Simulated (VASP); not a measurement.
# MnAs (P6_3/mmc) in VASP: single point with r2SCAN

Aim: the single point of MnAs with r2SCAN.

Program: VASP 6.6.1. These are calculated values, not measurements. Logs are shortened: lines on timing, memory, paths and dates and some standing lists are left out, and cuts for length are marked.

## Step 1: The cell of the first run

It takes space group P6_3/mmc (No. 194, hexagonal). The conventional cell has a = 3.717 Å, b = 3.717 Å, c = 5.704 Å, α = 90.00°, β = 90.00°, γ = 120.00°. Within 3.4 Å of Mn (site symmetry -3m) lie 6 As at 2.58 Å and 2 Mn at 2.85 Å. As (site symmetry -6m2) has 6 Mn at 2.58 Å within 3.4 Å.

## Step 2: Single point, r2SCAN

Contents of POSCAR:

```
MnAs
1.0
    3.7172000000      0.0000000000      0.0000000000
   -1.8586000000      3.2191896309      0.0000000000
    0.0000000000      0.0000000000      5.7044000000
Mn As
2 2
Direct
    0.0000000000      0.0000000000      0.0000000000
    0.0000000000      0.0000000000      0.5000000000
    0.3333333333      0.6666666667      0.2500000000
    0.6666666667      0.3333333333      0.7500000000
```

Contents of INCAR.step1:

```
SYSTEM = MnAs
PREC     = Accurate       ! precision mode
ENCUT    = 520            ! plane-wave cutoff, eV
ISMEAR   = 0              ! smearing method
SIGMA    = 0.05           ! smearing width, eV
LREAL    = .False.        ! projectors in reciprocal space
LASPH    = .True.         ! aspherical terms in the spheres
NELM     = 100            ! most SCF steps
NBANDS   = 26             ! bands
GGA      = PE             ! functional
ALGO     = Normal         ! electronic algorithm
EDIFF    = 1E-4           ! SCF threshold, eV
LWAVE    = .True.         ! write WAVECAR
LCHARG   = .False.        ! write CHGCAR
```

Contents of INCAR.step2:

```
SYSTEM = MnAs
PREC     = Accurate       ! precision mode
ENCUT    = 520            ! plane-wave cutoff, eV
EDIFF    = 1E-6           ! SCF threshold, eV
ISMEAR   = 0              ! smearing method
SIGMA    = 0.05           ! smearing width, eV
LREAL    = .False.        ! projectors in reciprocal space
LASPH    = .True.         ! aspherical terms in the spheres
NELM     = 100            ! most SCF steps
ALGO     = Normal         ! electronic algorithm
ISIF     = 2              ! what is computed and relaxed
LWAVE    = .False.        ! write WAVECAR
LCHARG   = .False.        ! write CHGCAR
METAGGA  = R2SCAN         ! meta-GGA
LMIXTAU  = .True.       
NBANDS   = 26             ! bands
ISTART   = 1
```

Contents of KPOINTS:

```
regular mesh
0
Gamma
  14 14 8
  0 0 0
```

Potentials or basis: VASP PAW PBE potentials, release 64 (Mn_pv, As).

Launch:

```bash
$ cat potpaw_PBE.64/Mn_pv/POTCAR potpaw_PBE.64/As/POTCAR > POTCAR
$ cp INCAR.step1 INCAR
$ mpirun -np 1 vasp_std > vasp.out
$ cp INCAR.step2 INCAR
$ mpirun -np 1 vasp_std > vasp.out
```

OUTCAR:

```text
SYSTEM = MnAs
   PREC = Accurate
   ENCUT = 520
   EDIFF = 1E-6
   ISMEAR = 0
   LREAL = .False.
   LASPH = .True.
   NELM = 100
   ISIF = 2
   METAGGA = R2SCAN
   ISTART = 1

 ion  position               nearest neighbor table
   1  0.000  0.000  0.000-   3 2.58   4 2.58   3 2.58   4 2.58   4 2.58   3 2.58   2 2.85   2 2.85

   2  0.000  0.000  0.500-   3 2.58   4 2.58   3 2.58   4 2.58   4 2.58   3 2.58   1 2.85   1 2.85

   3  0.333  0.667  0.250-   1 2.58   2 2.58   1 2.58   2 2.58   1 2.58   2 2.58
   4  0.667  0.333  0.750-   1 2.58   2 2.58   1 2.58   2 2.58   1 2.58   2 2.58

  LATTYP: Found a hexagonal cell.
 ALAT       =     3.7172000000
 C/A-ratio  =     1.5345959324

  Lattice vectors:

 A1 = (   3.7172000000,   0.0000000000,   0.0000000000)
 A2 = (  -1.8586000000,   3.2191896309,   0.0000000000)
 A3 = (   0.0000000000,   0.0000000000,   5.7044000000)

Analysis of symmetry for initial positions (statically):
=====================================================================
 Subroutine PRICEL returns:
 Original cell was already a primitive cell.

 Routine SETGRP: Setting up the symmetry group for a
 hexagonal supercell.

 Subroutine GETGRP returns: Found 24 space group operations
 (whereof 12 operations were pure point group operations)
 out of a pool of 24 trial point group operations.

The static configuration has the point symmetry D_3d.
 The point group associated with its full space group is D_6h.

Analysis of symmetry for dynamics (positions and initial velocities):
=====================================================================
 Subroutine PRICEL returns:
 Original cell was already a primitive cell.

 Routine SETGRP: Setting up the symmetry group for a
 hexagonal supercell.

 Subroutine GETGRP returns: Found 24 space group operations
 (whereof 12 operations were pure point group operations)
 out of a pool of 24 trial point group operations.

The dynamic configuration has the point symmetry D_3d.
 The point group associated with its full space group is D_6h.

 Subroutine INISYM returns: Found 24 space group operations
 (whereof 12 operations are pure point group operations),
 and found     1 'primitive' translations

----------------------------------------------------------------------------------------

                                     Primitive cell
[... 93 lines left out ...]
   ENCUT  =  520.0 eV  38.22 Ry    6.18 a.u.   6.91  6.91 10.61*2*pi/ulx,y,z
   NELM   =    100;   NELMIN=  2; NELMDL=  0     # of ELM steps
   EDIFF  = 0.1E-05   stopping-criterion for ELM
   LREAL  =      F    real-space projection
   EDIFFG = 0.1E-04   stopping-criterion for IOM
   NSW    =      0    number of steps for IOM
   IBRION =     -1    ionic relax: 0-MD 1-quasi-New 2-CG
   NFREE  =      0    steps in history (QN), initial steepest desc. (CG)
   ISIF   =      2    stress and relaxation
   ISYM   =      2    0-nonsym 1-usesym 2-fastsym
   POTIM  = 0.5000    time-step for ionic-motion
   TEBEG  =    0.0;   TEEND  =   0.0 temperature during run
   PSTRESS=    0.0 pullay stress
   NELECT =      36.0000    total number of electrons
   NUPDOWN=      -1.0000    fix difference up-down
   EMIN   =  10.00;   EMAX   =-10.00  energy-range for DOS
   EFERMI =   0.00;   METHOD = LEGACY
   ISMEAR =     0;   SIGMA  =   0.05  broadening in eV -4-tet -1-fermi 0-gaus
   EFERMI_NEDOS =   21; number of points for ismear=-14 and -15
   IALGO  =     38    algorithm
   IMIX   =      4    mixing-type and parameters
     AMIX     =   0.40;   BMIX     =  1.00
     AMIX_MAG =   1.60;   BMIX_MAG =  1.00
  volume/ion in A,a.u.               =      17.07       115.16
  Fermi-wavevector in a.u.,A,eV,Ry     =   1.322670  2.499484 23.802794  1.749456
  Thomas-Fermi vector in A             =   2.452334
   LORBIT       =      0    0 simple, 1 ext, 2 COOP (PROOUT), +10 PAW based schemes
   METAGGA = R2SCAN    functional components
   LHFCALC =     F    Hartree Fock is set to
   AEXX    =    0.0000 exact exchange contribution
   IVDW    =     0    specifies the selected vdW correction
   LEPSILON=     F    determine dielectric tensor
   LRPA    =     F    only Hartree local field effects (RPA)
 non-spin polarized calculation
 Gauss-broadening in eV      SIGMA  =   0.05
  energy-cutoff  :      520.00
  volume of cell :       68.26
 maximum number of plane-waves:      1860
 NGX is ok and might be reduce to    28
   NGX = 13   NGY = 13   NGZ = 21

 number of electron      35.9999979 magnetization

 Free energy of the ion-electron system (eV)
  ---------------------------------------------------
  ext. energy  EPLUGINS =         0.00000000
  ---------------------------------------------------
  free energy    TOTEN  =       -57.20420781 eV

  energy without entropy =      -57.19103100  energy(sigma->0) =      -57.19761940

 E-fermi :   6.0941     XC(G=0): -11.8581

 val. band max:        6.0941233131   @ k =   0.2857   0.1429   0.1250
 cond. band min:       6.0942672314   @ k =   0.2857   0.1429   0.0000
 fundamental gap:      0.0001439182
 Fermi energy:         6.0941307163

 k-point     1 :       0.0000    0.0000    0.0000
  band No.  band energies     occupation
      1     -43.5396      2.00000
      2     -43.4350      2.00000
      3     -43.3290      2.00000
      4     -43.3288      2.00000
      5     -43.3183      2.00000
      6     -43.3182      2.00000
[... 685 lines left out ...]
     25      10.5064      0.00000
     26      15.3044      0.00000

 [... further k-points ...]

------------------------ aborting loop because EDIFF is reached ----------------------------------------

  FORCE on cell =-STRESS in cart. coord.  units (eV):
  Direction    XX          YY          ZZ          XY          YZ          ZX
  --------------------------------------------------------------------------------------
  -------------------------------------------------------------------------------------
  Total       -9.4549735     -9.4549735     -9.5631534      0.0000000      0.0000000      0.0000000
  in kB     -221.9210190   -221.9210190   -224.4601477      0.0000000      0.0000000      0.0000000
  external PRESSURE =    -222.7673953 kB  Pullay stress =       0.0000000 kB

 VOLUME and BASIS-vectors are now :
 -----------------------------------------------------------------------------
  energy-cutoff  :      520.00
  volume of cell :       68.26
      direct lattice vectors                 reciprocal lattice vectors
     3.717200000  0.000000000  0.000000000     0.269019692  0.155318592  0.000000000
    -1.858600000  3.219189631  0.000000000     0.000000000  0.310637183  0.000000000
     0.000000000  0.000000000  5.704400000     0.000000000  0.000000000  0.175303275

 POSITION                                       TOTAL-FORCE (eV/Angst)
 -----------------------------------------------------------------------------------
      0.00000      0.00000      0.00000        -0.000000      0.000000     -0.000000
      0.00000      0.00000      2.85220        -0.000000      0.000000     -0.000000
     -0.00000      2.14613      1.42610         0.000000      0.000000     -0.000000
      1.85860      1.07306      4.27830        -0.000000     -0.000000      0.000000
 -----------------------------------------------------------------------------------
    total drift:                               -0.000000      0.000000      0.000000

  FREE ENERGIE OF THE ION-ELECTRON SYSTEM (eV)
  ---------------------------------------------------
  free  energy   TOTEN  =       -57.2042078083 eV

  energy  without entropy=      -57.1910309975  energy(sigma->0) =      -57.19761940
```

OUTCAR.step1:

```text
SYSTEM = MnAs
   PREC = Accurate
   ENCUT = 520
   ISMEAR = 0
   LREAL = .False.
   LASPH = .True.
   NELM = 100
[... 929 lines left out ...]
      0.00000      0.00000      2.85220        -0.000000      0.000000      0.000000
     -0.00000      2.14613      1.42610         0.000000     -0.000000     -0.000000
      1.85860      1.07306      4.27830        -0.000000      0.000000     -0.000000
 -----------------------------------------------------------------------------------
    total drift:                               -0.000000      0.000000      0.000000

  FREE ENERGIE OF THE ION-ELECTRON SYSTEM (eV)
  ---------------------------------------------------
  free  energy   TOTEN  =       -26.5605549233 eV

  energy  without entropy=      -26.5445977794  energy(sigma->0) =      -26.55257635
```

Wall time 10 min (1 thread of Intel Xeon Platinum 8259CL at 2.50GHz (Skylake/Cascade Lake), shared host); peak memory 0.32 GiB.

What came out:

```
Free energy            : -57.2042 eV
Pressure               : -22.3 GPa
Band gap on the k mesh : zero (band 18 reaches 6.18 eV, above the bottom of band 19 at 6.01 eV)
```

Caveat: the PAW data sets were made with another functional, which shifts forces and pressure a little.
